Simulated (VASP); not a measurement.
## HfC: single point with PBEsol

The system is HfC.

```
Hf C
1.0
     0.00000    2.32500    2.32500
     2.32500    0.00000    2.32500
     2.32500    2.32500    0.00000
Hf C
1 1
Direct
  0.50000 0.50000 0.50000
  0.95161 0.95161 0.97996
```

This cell differs from its parent crystal: atom 2 (C) moved by (-0.225, -0.225) A along [1 1 0] and z.

```yaml
Program: VASP 6.6.1
Task: single point
Functional: PBEsol
Potentials_or_basis: VASP PAW PBE potentials, release 64 (Hf_pv, C)
Cutoff: 520 eV
k_mesh: 18 × 18 × 18
Occupations: gaussian, width 0.15 eV
Spin: no spin polarisation
Dipole_correction: no
Further_INCAR_settings: ALGO = Normal; EDIFF = 1e-07; NBANDS = 14
```

* Pressure: 1.8 GPa
* Largest force: 2.273 eV/Å
* Band gap on the k mesh: 0.51 eV, indirect (least direct gap 0.86 eV)

Forces in eV/Å, atoms in the order of the input:
```
Hf  -0.985 -0.985 -1.796
C    0.985  0.985  1.796
```

Stress tensor (GPa, compression positive):
```
-0.96 -1.97 -2.75
-1.97 -0.96 -2.75
-2.75 -2.75  7.30
```

Levels at points of the mesh, in eV from the valence-band top:
```
           k point  band 5  band 6  band 7  band 8  band 9  band 10
(0.00, 0.00, 0.00)   -0.67   -0.44   -0.27    1.69    2.16     3.74
(0.50, 0.00, 0.00)   -5.97   -2.82   -2.51    4.66    5.06     5.98
(0.00, 0.00, 0.50)   -6.02   -2.75   -2.43    4.57    5.14     5.86
(0.50, 0.50, 0.50)   -5.73   -3.10   -3.10    5.33    5.49     5.64
(0.50, 0.50, 0.00)   -2.53   -2.40   -0.16    0.97    5.63     6.66
(0.00, 0.50, 0.50)   -2.76   -2.48   -0.24    1.33    5.75     6.70
```

It took 4.1 min on 1 thread of Intel(R) Xeon(R) Platinum 8375C CPU @ 2.90GHz (Ice Lake), with other jobs on the host, peak memory 0.63 GiB.

Caveat: the cell differs from its parent crystal (atom 2 (C) moved by (-0.225, -0.225) A along [1 1 0] and z); the PAW data sets were made with another functional, which shifts forces and pressure a little; spin-orbit coupling is left out, which moves the levels of the heavy elements. A k mesh can miss the band edges.
